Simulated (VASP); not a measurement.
# Bi2Te3 (R3m) in VASP: single point with PBE

Aim: the single point of Bi2Te3 with PBE.

All numbers are computed with VASP 6.6.1; they aren't measurements. Logs are shortened: lines on timing, memory, paths and dates and some standing lists are left out, and cuts for length are marked.

### 1 The cell of the first run

It takes space group R3m (No. 160, trigonal). The conventional cell has a = 4.373 Å, b = 4.373 Å, c = 29.840 Å, α = 90.00°, β = 90.00°, γ = 120.00°. Within 4.0 Å of Bi (site symmetry 3m) lie 3 Te at 3.01 Å and 3 Bi at 3.41 Å. Bi (site symmetry 3m) has 9 Te at 3.25 to 4.66 Å and 9 Bi at 3.41 to 4.37 Å within 4.7 Å. Te (site symmetry 3m) has 6 Te at 3.02 to 3.43 Å within 4.0 Å. Within 4.0 Å of Te (site symmetry 3m) lie 3 Bi at 3.01 Å and 3 Te at 3.43 Å. Te (site symmetry 3m) has 3 Te at 3.02 Å and 3 Bi at 3.25 Å within 4.0 Å.

### 2 Single point, PBE (equal xx and yy strain of -1 %)

Input file INCAR:

```
SYSTEM = Bi2Te3
ALGO     = Normal         ! electronic algorithm
EDIFF    = 1E-6           ! SCF threshold, eV
ENCUT    = 520            ! plane-wave cutoff, eV
GGA      = PE             ! functional
ISIF     = 2              ! what is computed and relaxed
ISMEAR   = -1             ! smearing method
LASPH    = .True.         ! aspherical terms in the spheres
LCHARG   = .False.        ! write CHGCAR
LREAL    = .False.        ! projectors in reciprocal space
LWAVE    = .False.        ! write WAVECAR
NBANDS   = 32             ! bands
NELM     = 100            ! most SCF steps
PREC     = Accurate       ! precision mode
SIGMA    = 0.08           ! smearing width, eV
```

Input file KPOINTS:

```
k-points
0
Gamma
  8 8 8
  0 0 0
```

Input file POSCAR:

```
Bi2Te3
1.0
    2.1864162414      1.2623280055      9.9466700000
   -2.1864162414      1.2623280055      9.9466700000
    0.0000000000     -2.5246560110      9.9466700000
Bi Te
2 3
Direct
    0.8120000000      0.8120000000      0.8120000000
    0.4020000000      0.4020000000      0.4020000000
    0.6110000000      0.6110000000      0.6110000000
    0.2000000000      0.2000000000      0.2000000000
    0.0000000000      0.0000000000      0.0000000000
```

Potentials or basis: VASP PAW PBE potentials, release 64 (Bi_d, Te).

Command:

```bash
> cat potpaw_PBE.64/Bi_d/POTCAR potpaw_PBE.64/Te/POTCAR > POTCAR
> mpirun -np 1 vasp_std > vasp.out
```

OUTCAR:

```text
SYSTEM = Bi2Te3
   EDIFF = 1E-6
   ENCUT = 520
   GGA = PE
   ISIF = 2
   ISMEAR = -1
   LASPH = .True.
   LREAL = .False.
   NELM = 100
   PREC = Accurate

 ion  position               nearest neighbor table
   1  0.812  0.812  0.812-   4 3.01   4 3.01   4 3.01   2 3.41   2 3.41   2 3.41
   2  0.402  0.402  0.402-   5 3.25   5 3.25   5 3.25   1 3.41   1 3.41   1 3.41
   3  0.611  0.611  0.611-   5 3.02   5 3.02   5 3.02   4 3.43   4 3.43   4 3.43
   4  0.200  0.200  0.200-   1 3.01   1 3.01   1 3.01   3 3.43   3 3.43   3 3.43
   5  0.000  0.000  0.000-   3 3.02   3 3.02   3 3.02   2 3.25   2 3.25   2 3.25

  LATTYP: Found a trigonal (rhomboedric) cell.
 ALAT       =    10.2620725033
 COS(alpha) =     0.9092126107

  Lattice vectors:

 A1 = (   2.1864162414,   1.2623280055,   9.9466700000)
 A2 = (  -2.1864162414,   1.2623280055,   9.9466700000)
 A3 = (   0.0000000000,  -2.5246560110,   9.9466700000)

Analysis of symmetry for initial positions (statically):
=====================================================================
 Subroutine PRICEL returns:
 Original cell was already a primitive cell.

 Routine SETGRP: Setting up the symmetry group for a
 trigonal (rhombohedral) supercell.

 Subroutine GETGRP returns: Found  6 space group operations
 (whereof  6 operations were pure point group operations)
 out of a pool of 12 trial point group operations.

The static configuration has the point symmetry C_3v.

Analysis of symmetry for dynamics (positions and initial velocities):
=====================================================================
 Subroutine PRICEL returns:
 Original cell was already a primitive cell.

 Routine SETGRP: Setting up the symmetry group for a
 trigonal (rhombohedral) supercell.

 Subroutine GETGRP returns: Found  6 space group operations
 (whereof  6 operations were pure point group operations)
 out of a pool of 12 trial point group operations.

The dynamic configuration has the point symmetry C_3v.

 Subroutine INISYM returns: Found  6 space group operations
 (whereof  6 operations are pure point group operations),
 and found     1 'primitive' translations

----------------------------------------------------------------------------------------

                                     Primitive cell

  volume of cell :     164.7153

  direct lattice vectors                    reciprocal lattice vectors
     2.186416241  1.262328005  9.946670000     0.228684726  0.132031188  0.033512053
    -2.186416241  1.262328005  9.946670000    -0.228684726  0.132031188  0.033512053
     0.000000000 -2.524656011  9.946670000     0.000000000 -0.264062377  0.033512053

  length of vectors
    10.262072503 10.262072503 10.262072503     0.266180383  0.266180383  0.266180383

  position of ions in fractional coordinates (direct lattice)
     0.812000000  0.812000000  0.812000000
     0.402000000  0.402000000  0.402000000
     0.611000000  0.611000000  0.611000000
     0.200000000  0.200000000  0.200000000
     0.000000000  0.000000000  0.000000000

  ion indices of the primitive-cell ions
   primitive index   ion index
                 1           1
                 2           2
                 3           3
                 4           4
                 5           5

----------------------------------------------------------------------------------------

 KPOINTS: k-points

Automatic generation of k-mesh.
 Grid dimensions read from file:
 generate k-points for:    8    8    8

 Generating k-lattice:

  Cartesian coordinates                     Fractional coordinates (reciprocal lattice)
     0.028585591  0.016503899  0.004189007     0.125000000  0.000000000  0.000000000
    -0.028585591  0.016503899  0.004189007     0.000000000  0.125000000  0.000000000
     0.000000000 -0.033007797  0.004189007     0.000000000  0.000000000  0.125000000

  Length of vectors
     0.033272548  0.033272548  0.033272548

  Shift w.r.t. Gamma in fractional coordinates (k-lattice)
     0.000000000  0.000000000  0.000000000

 Subroutine IBZKPT returns following result:
 ===========================================

 Found     65 irreducible k-points:

 Following reciprocal coordinates:
            Coordinates               Weight
  0.000000  0.000000  0.000000      1.000000
  0.125000  0.000000  0.000000      6.000000
  0.250000  0.000000  0.000000      6.000000
  0.375000  0.000000  0.000000      6.000000
  0.500000  0.000000  0.000000      3.000000
  0.125000  0.125000  0.000000      6.000000
[... 16 lines left out ...]
  0.250000  0.125000  0.125000      6.000000
  0.375000  0.125000  0.125000      6.000000
 [... further k-points ...]
   k-points           NKPTS =     65   k-points in BZ     NKDIM =     65   number of bands    NBANDS=     32
   number of dos      NEDOS =    301   number of ions     NIONS =      5
   total plane-waves  NPLWV = 512000
   dimension x,y,z NGX =    80 NGY =   80 NGZ =   80
   dimension x,y,z NGXF=   160 NGYF=  160 NGZF=  160
   ions per type =               2   3
   NGX,Y,Z   is equivalent  to a cutoff of  12.96, 12.96, 12.96 a.u.
   NGXF,Y,Z  is equivalent  to a cutoff of  25.92, 25.92, 25.92 a.u.
 SYSTEM =  Bi2Te3
   PREC   = accura    normal or accurate (medium, high low for compatibility)
   ISTART =      0    job   : 0-new  1-cont  2-samecut
   ICHARG =      2    charge: 1-file 2-atom 10-const
   ISPIN  =      1    spin polarized calculation?
   LNONCOLLINEAR =      F non collinear calculations
   LSORBIT =      F    spin-orbit coupling
   LASPH  =      T    aspherical Exc in radial PAW
   ENCUT  =  520.0 eV  38.22 Ry    6.18 a.u.  19.08 19.08 19.08*2*pi/ulx,y,z
   NELM   =    100;   NELMIN=  2; NELMDL= -5     # of ELM steps
   EDIFF  = 0.1E-05   stopping-criterion for ELM
   LREAL  =      F    real-space projection
   EDIFFG = 0.1E-04   stopping-criterion for IOM
   NSW    =      0    number of steps for IOM
   IBRION =     -1    ionic relax: 0-MD 1-quasi-New 2-CG
   NFREE  =      0    steps in history (QN), initial steepest desc. (CG)
   ISIF   =      2    stress and relaxation
   ISYM   =      2    0-nonsym 1-usesym 2-fastsym
   POTIM  = 0.5000    time-step for ionic-motion
   TEBEG  =    0.0;   TEEND  =   0.0 temperature during run
   PSTRESS=    0.0 pullay stress
   NELECT =      48.0000    total number of electrons
   NUPDOWN=      -1.0000    fix difference up-down
   EMIN   =  10.00;   EMAX   =-10.00  energy-range for DOS
   EFERMI =   0.00;   METHOD = LEGACY
   ISMEAR =    -1;   SIGMA  =   0.08  broadening in eV -4-tet -1-fermi 0-gaus
   EFERMI_NEDOS =   21; number of points for ismear=-14 and -15
   IALGO  =     38    algorithm
   IMIX   =      4    mixing-type and parameters
     AMIX     =   0.40;   BMIX     =  1.00
     AMIX_MAG =   1.60;   BMIX_MAG =  1.00
  volume/ion in A,a.u.               =      32.94       222.31
  Fermi-wavevector in a.u.,A,eV,Ry     =   1.085369  2.051049 16.028002  1.178025
  Thomas-Fermi vector in A             =   2.221481
   LORBIT       =      0    0 simple, 1 ext, 2 COOP (PROOUT), +10 PAW based schemes
   GGA     = PE    functional components
   LHFCALC =     F    Hartree Fock is set to
   AEXX    =    0.0000 exact exchange contribution
   IVDW    =     0    specifies the selected vdW correction
   LEPSILON=     F    determine dielectric tensor
   LRPA    =     F    only Hartree local field effects (RPA)
 non-spin polarized calculation
  energy-cutoff  :      520.00
  volume of cell :      164.72
 maximum number of plane-waves:      4458
 NGX is ok and might be reduce to    80
   NGX = 39   NGY = 39   NGZ = 39

 number of electron      48.0000001 magnetization

 Free energy of the ion-electron system (eV)
  ---------------------------------------------------
  ext. energy  EPLUGINS =         0.00000000
  ---------------------------------------------------
  free energy    TOTEN  =       -16.86658836 eV

  energy without entropy =      -16.83395720  energy(sigma->0) =      -16.85027278

 E-fermi :   6.7227     XC(G=0):  -9.4936

 val. band max:        6.7067495617   @ k =   0.5000   0.5000   0.3750
 cond. band min:       6.7409433835   @ k =  -0.1250   0.1250   0.0000
 fundamental gap:      0.0341938218
 Fermi energy:         6.7226666654

 k-point     1 :       0.0000    0.0000    0.0000
  band No.  band energies     occupation
      1     -16.4695      2.00000
      2     -16.4695      2.00000
      3     -16.4402      2.00000
      4     -16.4402      2.00000
      5     -16.4358      2.00000
      6     -15.8573      2.00000
[... 24 lines left out ...]
     31      11.2731      0.00000
     32      11.5727      0.00000

 k-point     2 :       0.1250    0.0000    0.0000
  band No.  band energies     occupation
      1     -16.4702      2.00000
      2     -16.4677      2.00000
      3     -16.4409      2.00000
      4     -16.4399      2.00000
      5     -16.4345      2.00000
      6     -15.8573      2.00000
[... 24 lines left out ...]
     31      10.8619      0.00000
     32      11.4220      0.00000

 k-point     3 :       0.2500    0.0000    0.0000
  band No.  band energies     occupation
      1     -16.4722      2.00000
      2     -16.4641      2.00000
      3     -16.4426      2.00000
      4     -16.4385      2.00000
      5     -16.4311      2.00000
      6     -15.8614      2.00000
[... 24 lines left out ...]
     31      10.3772      0.00000
     32      11.9988      0.00000

 k-point     4 :       0.3750    0.0000    0.0000
  band No.  band energies     occupation
      1     -16.4744      2.00000
      2     -16.4612      2.00000
      3     -16.4442      2.00000
      4     -16.4364      2.00000
      5     -16.4276      2.00000
      6     -15.8665      2.00000
[... 654 lines left out ...]
     31      11.2670      0.00000
     32      11.6294      0.00000

 k-point    23 :       0.2500    0.1250    0.1250
  band No.  band energies     occupation
      1     -16.4702      2.00000
      2     -16.4677      2.00000
      3     -16.4409      2.00000
      4     -16.4399      2.00000
      5     -16.4345      2.00000
      6     -15.8573      2.00000
[... 24 lines left out ...]
     31      10.8630      0.00000
     32      11.5156      0.00000

 k-point    24 :       0.3750    0.1250    0.1250
  band No.  band energies     occupation
      1     -16.4722      2.00000
      2     -16.4641      2.00000
      3     -16.4426      2.00000
      4     -16.4385      2.00000
      5     -16.4311      2.00000
      6     -15.8614      2.00000
[... 24 lines left out ...]
     31      10.4594      0.00000
     32      11.6962      0.00000

 [... further k-points ...]

------------------------ aborting loop because EDIFF is reached ----------------------------------------

  FORCE on cell =-STRESS in cart. coord.  units (eV):
  Direction    XX          YY          ZZ          XY          YZ          ZX
  --------------------------------------------------------------------------------------
  -------------------------------------------------------------------------------------
  Total        3.2021268      3.2021268      2.0542028      0.0000000      0.0000000      0.0000000
  in kB       31.1469188     31.1469188     19.9811218      0.0000000      0.0000000      0.0000000
  external PRESSURE =      27.4249865 kB  Pullay stress =       0.0000000 kB

 VOLUME and BASIS-vectors are now :
 -----------------------------------------------------------------------------
  energy-cutoff  :      520.00
  volume of cell :      164.72
      direct lattice vectors                 reciprocal lattice vectors
     2.186416241  1.262328005  9.946670000     0.228684726  0.132031188  0.033512053
    -2.186416241  1.262328005  9.946670000    -0.228684726  0.132031188  0.033512053
     0.000000000 -2.524656011  9.946670000     0.000000000 -0.264062377  0.033512053

 POSITION                                       TOTAL-FORCE (eV/Angst)
 -----------------------------------------------------------------------------------
      0.00000      0.00000     24.23009         0.000000      0.000000     -0.975794
      0.00000      0.00000     11.99568         0.000000      0.000000     -0.435295
      0.00000      0.00000     18.23225         0.000000      0.000000     -0.814722
      0.00000      0.00000      5.96800         0.000000     -0.000000      0.929179
      0.00000      0.00000      0.00000         0.000000     -0.000000      1.296632
 -----------------------------------------------------------------------------------
    total drift:                               -0.000000     -0.000000      0.000265

  FREE ENERGIE OF THE ION-ELECTRON SYSTEM (eV)
  ---------------------------------------------------
  free  energy   TOTEN  =       -16.8665883564 eV

  energy  without entropy=      -16.8339572025  energy(sigma->0) =      -16.85027278
```

Wall time 35 min (1 thread of Oxide Virtual Turin-like, shared host); peak memory 1 GiB.

Results:

| Property | Result |
| --- | --- |
| Free energy | -16.8666 eV |
| Pressure | 2.7 GPa |
| Largest force | 1.297 eV/Å |
| Band gap on the k mesh | zero (bands 24 and 25 overlap by 0.16 eV) |

Forces in eV/Å, atoms in the order of the input:
```
Bi   0.000  0.000 -0.976
Bi   0.000  0.000 -0.435
Te   0.000  0.000 -0.815
Te   0.000  0.000  0.929
Te   0.000  0.000  1.297
```

Stress tensor (GPa, compression positive):
```
3.11 0.00 0.00
0.00 3.11 0.00
0.00 0.00 2.00
```

Caveat: the cell differs from its parent crystal (equal xx and yy strain of -1 %); spin-orbit coupling is left out, which moves the levels of the heavy elements; forces of over 1 eV/Å act on the atoms, so gaps and moduli don't describe the material at rest.
